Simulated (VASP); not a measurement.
Crystal: Cd2O3.

```
CELL_PARAMETERS angstrom
3.70984 0.00000 0.00000
-1.85492 3.21281 0.00000
0.00000 0.00000 5.77190
ATOMIC_POSITIONS crystal
Cd 0.33333 0.66667 0.24500
Cd 0.66667 0.33333 0.75500
O 0.00000 0.00000 0.00000
O 0.33333 0.66667 0.64500
O 0.66667 0.33333 0.35500
```

| Property | Result |
| --- | --- |
| Program | VASP 6.6.1 |
| Task | relaxation of cell and atoms |
| Functional | r2SCAN |
| Potentials or basis | VASP PAW PBE potentials, release 64 (Cd_sv_GW, O) |
| Cutoff | 660 eV |
| k mesh | 6 × 6 × 4 |
| Occupations | gaussian, width 0.1 eV |
| Spin | no spin polarisation |

At the start: pressure -6.9 GPa; volume 13.76 Å³/atom.

Q: Where does the relaxation end?

A: Over 13 steps the energy falls by 39.2 meV/atom and the volume is 12.68 Å³/atom (-7.9 %); space group P-3m1 (No. 164, to 0.1 Å) before and after.

Step by step:
```tsv
step	energy change (eV)	largest force (eV/Å)	pressure (GPa)	volume (Å³)
1	0.0000	0.3943	-6.92	68.80
2	-0.1199	0.6941	2.69	63.05
3	-0.1250	0.6215	0.87	63.94
4	-0.1619	0.3877	0.60	63.67
5	-0.1849	0.1022	0.74	63.15
6	-0.1852	0.0878	0.69	63.20
7	-0.1870	0.0471	-0.65	63.85
8	-0.1871	0.0549	-0.40	63.73
9	-0.1894	0.0439	-0.36	63.71
10	-0.1942	0.0518	-0.22	63.67
11	-0.1901	0.1358	0.14	63.52
12	-0.1953	0.0725	-0.14	63.63
13	-0.1961	0.0260	0.28	63.39
```

Final structure:
```yaml
crystal:
  lattice:
    - [3.52063, 0.00000, 0.00000]
    - [-1.76031, 3.04895, 0.00000]
    - [0.00000, 0.00000, 5.90502]
  atoms:
    - { symbol: Cd, position: [0.33333, 0.66667, 0.22534] }
    - { symbol: Cd, position: [0.66667, 0.33333, 0.77466] }
    - { symbol: O, position: [0.00000, 0.00000, 0.00000] }
    - { symbol: O, position: [0.33333, 0.66667, 0.64756] }
    - { symbol: O, position: [0.66667, 0.33333, 0.35244] }
```

Caveat: the PAW data sets were made with another functional, which shifts forces and pressure a little.
